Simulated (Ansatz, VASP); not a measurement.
Ag in VASP and in Ansatz

The input INCAR:

```
SYSTEM = Ag
  ALGO = Normal
  EDIFF = 1E-7
  EDIFFG = -0.001
  ENCUT = 600
  GGA = CA
  IBRION = 2
  ISIF = 3
  ISMEAR = -1
  LASPH = .TRUE.
  LCHARG = .FALSE.
  LREAL = .FALSE.
  LWAVE = .FALSE.
  NELM = 80
  NSW = 80
  PREC = Accurate
  SIGMA = 0.15
```

Contents of KPOINTS:

```
k-points
0
G
  16 16 16
  0 0 0
```

The input POSCAR:

```
Ag
1.0
    0.0000000000      2.0009086786      2.0009086786
    2.0009086786      0.0000000000      2.0009086786
    2.0009086786      2.0009086786      0.0000000000
Ag
1
Direct
    0.0000000000      0.0000000000      0.0000000000
```

Input for Ansatz:

```yaml
crystal:
  lattice:
    - [0.0, 2.0009086786, 2.0009086786]
    - [2.0009086786, 0.0, 2.0009086786]
    - [2.0009086786, 2.0009086786, 0.0]
  atoms:
    - { symbol: Ag, position: [0.0, 0.0, 0.0] }
basis:
  ecutwfc: 420
kpoints:
  mp_grid: { grid: [16, 16, 16] }
hamiltonian:
  xc: lda
  pseudopotentials: { kind: paw, azcp: { folder: soft_1 } }
scf:
  occupations: { method: fermi_dirac, width: 0.15 }
output:
  forces: true
  stress: true
  eigenvalues: true
relax:
  adjacent_minimum: "off"
  f_tol: 0.001
  max_steps: 60
  cell: { stress_tol: 0.01 }
```

Alike in both runs: task relaxation of cell and atoms; functional LDA; k mesh 16 × 16 × 16; occupations fermi-dirac, width 0.15 eV; no spin polarisation.

|  | VASP | Ansatz |
| --- | --- | --- |
| version | VASP 6.6.1 | Ansatz 0.2.0 |
| potentials or method | VASP PAW LDA potentials, release 64 (Ag), cutoff 600 eV | scalar-relativistic, plane waves, PAW |
| valence electrons in the cell | 11 | 19 |

Ansatz gave:

* gap on the k mesh at the Fermi level, each at its own relaxed structure (eV): none
* relaxed volume (Å³/atom): 16.03
* relaxed cell length with the largest relative difference (Å): 2.830

Task: What did VASP give for the same quantities?

Result: gap on the k mesh at the Fermi level, each at its own relaxed structure (eV): none; relaxed volume (Å³/atom): 16.04; relaxed cell length with the largest relative difference (Å): 2.831.

Ansatz warns that its potentials were made for another functional, while VASP's fit it. LDA's correlation is that of Perdew and Zunger in VASP and of Perdew and Wang (1992) in Ansatz. A gap of «none» marks a metal or a gap that the smearing closes. VASP's potentials hold 11 valence electrons a cell and Ansatz's 19, so a difference there can come from the potentials and not from the codes.
